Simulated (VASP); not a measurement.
# B2P3 (P6mm) in VASP: relaxation of cell and atoms with PBE

Aim: the relaxation of cell and atoms of B2P3 with PBE.

All numbers are computed with VASP 6.6.1; they aren't measurements. Logs are shortened: lines on timing, memory, paths and dates and some standing lists are left out, and cuts for length are marked.

## (1) The cell of the first run

The structure is hexagonal, space group P6mm (No. 183). Conventional cell: a = 3.738 Å, b = 3.738 Å, c = 6.014 Å, α = 90.00°, β = 90.00°, γ = 120.00°. B (site symmetry 3m) has 3 B at 2.16 Å and 4 P at 2.46 to 2.76 Å within 2.9 Å. Within 2.9 Å of P (site symmetry 3m) lie 6 P at 2.16 to 2.67 Å and 1 B at 2.76 Å. P (site symmetry 6mm) has 6 B at 2.46 Å and 6 P at 2.67 Å within 3.3 Å.

The cell was built from a structure type or drawn by symmetry, and may not be a known phase.

## (2) Relaxation of cell and atoms, PBE

Input file INCAR:

```
PREC = Accurate
ENCUT = 910
EDIFF = 1E-7
ISMEAR = 0
SIGMA = 0.1
LREAL = F
LASPH = T
NELM = 120
ALGO = Normal
ISIF = 3
LWAVE = F
LCHARG = F
GGA = PE
IBRION = 2
NSW = 90
EDIFFG = -0.04
GGA_COMPAT = F
NELMIN = 4
```

Input file KPOINTS:

```
regular mesh
0
Gamma
  6 6 4
```

Input file POSCAR:

```
B2P3
1.0
    3.7381650000      0.0000000000      0.0000000000
   -1.8690825000      3.2373458600      0.0000000000
    0.0000000000      0.0000000000      6.0135170900
B P
2 3
Direct
    0.3333333300      0.6666666700      0.8330824800
    0.6666666700      0.3333333300      0.8330824800
    0.3333333300      0.6666666700      0.3743722500
    0.6666666700      0.3333333300      0.3743722500
    0.0000000000      0.0000000000      0.6352225800
```

Potentials or basis: VASP PAW PBE potentials, release 64 (B_h, P).

The run is started by

```console
$ cat potpaw_PBE.64/B_h/POTCAR potpaw_PBE.64/P/POTCAR > POTCAR
$ mpirun -np 1 vasp_std > vasp.out
```

OUTCAR:

```text
PREC = Accurate
   ENCUT = 910
   EDIFF = 1E-7
   ISMEAR = 0
   LREAL = F
   LASPH = T
   NELM = 120
   ISIF = 3
   GGA = PE
   IBRION = 2
   NSW = 90
   EDIFFG = -0.04
   NELMIN = 4

 ion  position               nearest neighbor table
   1  0.333  0.667  0.833-
   2  0.667  0.333  0.833-
   3  0.333  0.667  0.374-   4 2.16   4 2.16   4 2.16   5 2.67   5 2.67   5 2.67
   4  0.667  0.333  0.374-   3 2.16   3 2.16   3 2.16   5 2.67   5 2.67   5 2.67
   5  0.000  0.000  0.635-   3 2.67   4 2.67   4 2.67   3 2.67   4 2.67   3 2.67

  LATTYP: Found a hexagonal cell.
 ALAT       =     3.7381650000
 C/A-ratio  =     1.6086815563

  Lattice vectors:

 A1 = (   3.7381650000,   0.0000000000,   0.0000000000)
 A2 = (  -1.8690825000,   3.2373458600,   0.0000000000)
 A3 = (   0.0000000000,   0.0000000000,   6.0135170900)

Analysis of symmetry for initial positions (statically):
=====================================================================
 Subroutine PRICEL returns:
 Original cell was already a primitive cell.

 Routine SETGRP: Setting up the symmetry group for a
 hexagonal supercell.

 Subroutine GETGRP returns: Found 12 space group operations
 (whereof 12 operations were pure point group operations)
 out of a pool of 24 trial point group operations.

The static configuration has the point symmetry C_6v.

Analysis of symmetry for dynamics (positions and initial velocities):
=====================================================================
 Subroutine PRICEL returns:
 Original cell was already a primitive cell.

 Routine SETGRP: Setting up the symmetry group for a
 hexagonal supercell.

 Subroutine GETGRP returns: Found 12 space group operations
 (whereof 12 operations were pure point group operations)
 out of a pool of 24 trial point group operations.

The dynamic configuration has the point symmetry C_6v.

 Subroutine INISYM returns: Found 12 space group operations
 (whereof 12 operations are pure point group operations),
 and found     1 'primitive' translations

----------------------------------------------------------------------------------------

                                     Primitive cell

  volume of cell :      72.7740

  direct lattice vectors                    reciprocal lattice vectors
     3.738165000  0.000000000  0.000000000     0.267510931  0.154447508  0.000000000
    -1.869082500  3.237345860  0.000000000     0.000000000  0.308895016  0.000000000
     0.000000000  0.000000000  6.013517090     0.000000000  0.000000000  0.166292036

  length of vectors
     3.738165000  3.738165006  6.013517090     0.308895016  0.308895016  0.166292036

  position of ions in fractional coordinates (direct lattice)
     0.333333330  0.666666670  0.833082480
     0.666666670  0.333333330  0.833082480
     0.333333330  0.666666670  0.374372250
     0.666666670  0.333333330  0.374372250
     0.000000000  0.000000000  0.635222580

  ion indices of the primitive-cell ions
   primitive index   ion index
                 1           1
                 2           2
                 3           3
                 4           4
                 5           5

----------------------------------------------------------------------------------------

 KPOINTS: regular mesh

Automatic generation of k-mesh.
 Grid dimensions read from file:
 generate k-points for:    6    6    4

 Generating k-lattice:

  Cartesian coordinates                     Fractional coordinates (reciprocal lattice)
     0.044585155  0.025741251  0.000000000     0.166666667  0.000000000  0.000000000
     0.000000000  0.051482503  0.000000000     0.000000000  0.166666667  0.000000000
     0.000000000  0.000000000  0.041573009     0.000000000  0.000000000  0.250000000

  Length of vectors
     0.051482503  0.051482503  0.041573009

  Shift w.r.t. Gamma in fractional coordinates (k-lattice)
     0.000000000  0.000000000  0.000000000

 Subroutine IBZKPT returns following result:
 ===========================================

 Found     21 irreducible k-points:

 Following reciprocal coordinates:
            Coordinates               Weight
  0.000000  0.000000  0.000000      1.000000
  0.166667 -0.000000  0.000000      6.000000
  0.333333 -0.000000  0.000000      6.000000
  0.500000 -0.000000  0.000000      3.000000
  0.166667  0.166667  0.000000      6.000000
  0.333333  0.166667  0.000000     12.000000
[... 13 lines left out ...]
  0.333333  0.166667  0.500000     12.000000
  0.333333  0.333333  0.500000      2.000000
   k-points           NKPTS =     21   k-points in BZ     NKDIM =     21   number of bands    NBANDS=     14
   number of dos      NEDOS =    301   number of ions     NIONS =      5
   total plane-waves  NPLWV =  96000
   dimension x,y,z NGX =    40 NGY =   40 NGZ =   60
   dimension x,y,z NGXF=    80 NGYF=   80 NGZF=  120
   ions per type =               2   3
   NGX,Y,Z   is equivalent  to a cutoff of  17.79, 17.79, 16.59 a.u.
   NGXF,Y,Z  is equivalent  to a cutoff of  35.58, 35.58, 33.17 a.u.
 SYSTEM =  unknown system
   PREC   = accura    normal or accurate (medium, high low for compatibility)
   ISTART =      0    job   : 0-new  1-cont  2-samecut
   ICHARG =      2    charge: 1-file 2-atom 10-const
   ISPIN  =      1    spin polarized calculation?
   LNONCOLLINEAR =      F non collinear calculations
   LSORBIT =      F    spin-orbit coupling
   LASPH  =      T    aspherical Exc in radial PAW
   ENCUT  =  910.0 eV  66.88 Ry    8.18 a.u.   9.19  9.19 14.79*2*pi/ulx,y,z
   NELM   =    120;   NELMIN=  4; NELMDL= -5     # of ELM steps
   EDIFF  = 0.1E-06   stopping-criterion for ELM
   LREAL  =      F    real-space projection
   EDIFFG = -.4E-01   stopping-criterion for IOM
   NSW    =     90    number of steps for IOM
   IBRION =      2    ionic relax: 0-MD 1-quasi-New 2-CG
   NFREE  =      1    steps in history (QN), initial steepest desc. (CG)
   ISIF   =      3    stress and relaxation
   ISYM   =      2    0-nonsym 1-usesym 2-fastsym
   POTIM  = 0.5000    time-step for ionic-motion
   TEBEG  =    0.0;   TEEND  =   0.0 temperature during run
   PSTRESS=    0.0 pullay stress
   NELECT =      21.0000    total number of electrons
   NUPDOWN=      -1.0000    fix difference up-down
   EMIN   =  10.00;   EMAX   =-10.00  energy-range for DOS
   EFERMI =   0.00;   METHOD = LEGACY
   ISMEAR =     0;   SIGMA  =   0.10  broadening in eV -4-tet -1-fermi 0-gaus
   EFERMI_NEDOS =   21; number of points for ismear=-14 and -15
   IALGO  =     38    algorithm
   IMIX   =      4    mixing-type and parameters
     AMIX     =   0.40;   BMIX     =  1.00
     AMIX_MAG =   1.60;   BMIX_MAG =  1.00
  volume/ion in A,a.u.               =      14.55        98.22
  Fermi-wavevector in a.u.,A,eV,Ry     =   1.081822  2.044348 15.923433  1.170339
  Thomas-Fermi vector in A             =   2.217848
   LORBIT       =      0    0 simple, 1 ext, 2 COOP (PROOUT), +10 PAW based schemes
   GGA     = PE    functional components
   LHFCALC =     F    Hartree Fock is set to
   AEXX    =    0.0000 exact exchange contribution
   IVDW    =     0    specifies the selected vdW correction
   LEPSILON=     F    determine dielectric tensor
   LRPA    =     F    only Hartree local field effects (RPA)
 conjugate gradient relaxation of ions
 non-spin polarized calculation
 Gauss-broadening in eV      SIGMA  =   0.10
  energy-cutoff  :      910.00
  volume of cell :       72.77
 maximum number of plane-waves:      4571
 NGX is ok and might be reduce to    40
   NGX = 19   NGY = 19   NGZ = 29

--------------------------------------- Ionic step        1  -------------------------------------------

 number of electron      21.0000000 magnetization

 Free energy of the ion-electron system (eV)
  ---------------------------------------------------
  ext. energy  EPLUGINS =         0.00000000
  ---------------------------------------------------
  free energy    TOTEN  =       -22.93974352 eV

  energy without entropy =      -22.92088091  energy(sigma->0) =      -22.93031221

------------------------ aborting loop because EDIFF is reached ----------------------------------------

  FORCE on cell =-STRESS in cart. coord.  units (eV):
  Direction    XX          YY          ZZ          XY          YZ          ZX
  --------------------------------------------------------------------------------------
  -------------------------------------------------------------------------------------
  Total       -3.0576094     -3.0576094     -2.1291750      0.0000000     -0.0000000      0.0000000
  in kB      -67.3157152    -67.3157155    -46.8754914      0.0000000     -0.0000000      0.0000000
  external PRESSURE =     -60.5023074 kB  Pullay stress =       0.0000000 kB
[... 98 lines left out ...]
  FREE ENERGIE OF THE ION-ELECTRON SYSTEM (eV)
  ---------------------------------------------------
  free  energy   TOTEN  =       -23.0593692929 eV

  energy  without entropy=      -23.0452643435  energy(sigma->0) =      -23.05231682

 E-fermi :  10.5332     XC(G=0): -11.8500

 val. band max:       10.5296710872   @ k =   0.1667   0.1667   0.5000
 cond. band min:      10.5568104086   @ k =   0.0000   0.0000   0.5000
 fundamental gap:      0.0271393214
 Fermi energy:        10.5332248880

 k-point     1 :       0.0000    0.0000    0.0000
  band No.  band energies     occupation
      1      -6.9656      2.00000
      2      -1.7003      2.00000
      3       1.4133      2.00000
      4       4.5689      2.00000
      5       4.5689      2.00000
      6       5.4254      2.00000
      7       6.1755      2.00000
      8       6.1755      2.00000
      9       8.5561      2.00000
     10       8.6744      2.00000
     11       8.6744      2.00000
     12       9.9526      2.00000
     13      12.1150      0.00000
     14      12.1150      0.00000
[... 326 lines left out ...]
      1      -2.4267      2.00000
      2      -2.4267      2.00000
      3      -1.7919      2.00000
      4      -0.1465      2.00000
      5      -0.1465      2.00000
      6       2.0740      2.00000
      7       9.2920      2.00000
      8       9.2920      2.00000
      9      10.1639      2.00000
     10      11.2009      0.00000
     11      11.2009      0.00000
     12      11.6074      0.00000
     13      13.2200      0.00000
     14      13.2200      0.00000

[... ionic steps 4 to 59 ...]

--------------------------------------- Ionic step       60  -------------------------------------------

 number of electron      21.0000000 magnetization

------------------------ aborting loop because EDIFF is reached ----------------------------------------
[... 73 lines left out ...]
--------------------------------------- Ionic step       62  -------------------------------------------

 number of electron      21.0000000 magnetization

 Free energy of the ion-electron system (eV)
  ---------------------------------------------------
  ext. energy  EPLUGINS =         0.00000000
  ---------------------------------------------------
  free energy    TOTEN  =       -25.48084849 eV

  energy without entropy =      -25.47400139  energy(sigma->0) =      -25.47742494

 E-fermi :   9.6209     XC(G=0): -11.5508

 val. band max:        9.6179270998   @ k =   0.3333   0.1667   0.5000
 cond. band min:       9.7375807972   @ k =   0.1667  -0.0000   0.5000
 fundamental gap:      0.1196536975
 Fermi energy:         9.6209167428

 k-point     1 :       0.0000    0.0000    0.0000
  band No.  band energies     occupation
      1      -7.1359      2.00000
      2      -1.9703      2.00000
      3       0.8459      2.00000
      4       3.8616      2.00000
      5       3.9314      2.00000
      6       3.9314      2.00000
      7       5.7452      2.00000
      8       5.7452      2.00000
      9       7.3884      2.00000
     10       8.3470      2.00000
     11       8.3470      2.00000
     12       8.7018      2.00000
     13      11.2001      0.00000
     14      11.3077      0.00000
[... 370 lines left out ...]
  FREE ENERGIE OF THE ION-ELECTRON SYSTEM (eV)
  ---------------------------------------------------
  free  energy   TOTEN  =       -25.4808484910 eV

  energy  without entropy=      -25.4740013894  energy(sigma->0) =      -25.47742494

 reached required accuracy - stopping structural energy minimisation
```

Wall time 18 min (1 thread of Intel Xeon 6975P-C (Granite Rapids), shared host); peak memory 0.35 GiB.

Results:

```yaml
Free_energy: -25.4808 eV
Relaxed_volume: 11.55 Å³/atom
Relaxed_cell: a = 3.847 Å, b = 3.847 Å, c = 4.505 Å, α = 90.00°, β = 90.00°, γ = 120.00°
Space_group_after_relaxing_to_0.1_Å: P6mm (No. 183)
Energy_gained_by_relaxing: 508.2 meV/atom
Ionic_steps: 62
Pressure_after_relaxing: 0.1 GPa
Largest_force_after_relaxing: 0.029 eV/Å
```

Forces in eV/Å, atoms in the order of the input:
```
B    0.000  0.000  0.011
B    0.000  0.000  0.011
P    0.000  0.000  0.003
P    0.000  0.000  0.003
P    0.000  0.000 -0.029
```

Step by step:
```csv
step,energy change (eV),largest force (eV/Å),pressure (GPa),volume (Å³)
1,0.0000,0.5624,-6.05,72.77
3,-0.1196,0.8692,0.64,67.48
5,-0.4461,0.8037,2.00,63.53
7,-0.5194,1.9951,48.05,46.73
9,-1.3013,0.5819,24.71,51.06
11,-1.3084,0.6426,22.33,51.78
13,-1.3691,0.5730,23.42,51.33
15,-1.4166,1.2722,29.90,49.52
17,-1.5237,0.8398,25.30,50.46
19,-1.9296,0.9485,17.33,51.93
21,-2.3085,0.9979,1.00,57.80
23,-2.3317,0.9312,2.87,56.62
25,-2.3940,0.7614,0.15,57.19
27,-2.4449,0.4015,-2.30,57.60
29,-2.4773,0.2506,0.46,56.40
31,-2.4914,0.0848,-0.02,56.79
33,-2.4917,0.0752,0.00,56.78
35,-2.4927,0.0210,0.11,56.76
37,-2.4931,0.0338,0.03,56.79
39,-2.4991,0.2101,-0.38,56.98
41,-2.5067,0.3967,-1.02,57.27
43,-2.5067,0.3877,-0.98,57.25
45,-2.5071,0.3974,-1.01,57.27
47,-2.5075,0.4078,-1.03,57.29
49,-2.5099,0.3881,-0.89,57.25
51,-2.5178,0.3022,-0.31,57.08
53,-2.5233,0.1849,2.58,56.41
55,-2.5300,0.1162,1.06,56.83
57,-2.5369,0.0680,-0.69,58.00
59,-2.5399,0.1114,-0.38,57.97
61,-2.5408,0.0627,0.27,57.68
62,-2.5411,0.0288,0.12,57.73
```

Final structure:
```cif
data_structure
_symmetry_space_group_name_H-M 'P 1'
_symmetry_Int_Tables_number 1
_cell_length_a 3.8466
_cell_length_b 3.8466
_cell_length_c 4.5054
_cell_angle_alpha 90.000
_cell_angle_beta 90.000
_cell_angle_gamma 120.000
_cell_volume 57.73
loop_
_atom_site_label
_atom_site_type_symbol
_atom_site_fract_x
_atom_site_fract_y
_atom_site_fract_z
_atom_site_occupancy
B1 B 0.33333 0.66667 0.84896 1
B2 B 0.66667 0.33333 0.84896 1
P1 P 0.33333 0.66667 0.29756 1
P2 P 0.66667 0.33333 0.29756 1
P3 P 0.00000 0.00000 0.75709 1
```

Caveat: the volume moved by over 15 % at a fixed basis, so the end points are rough; the highest band is partly filled, so the run has too few bands.
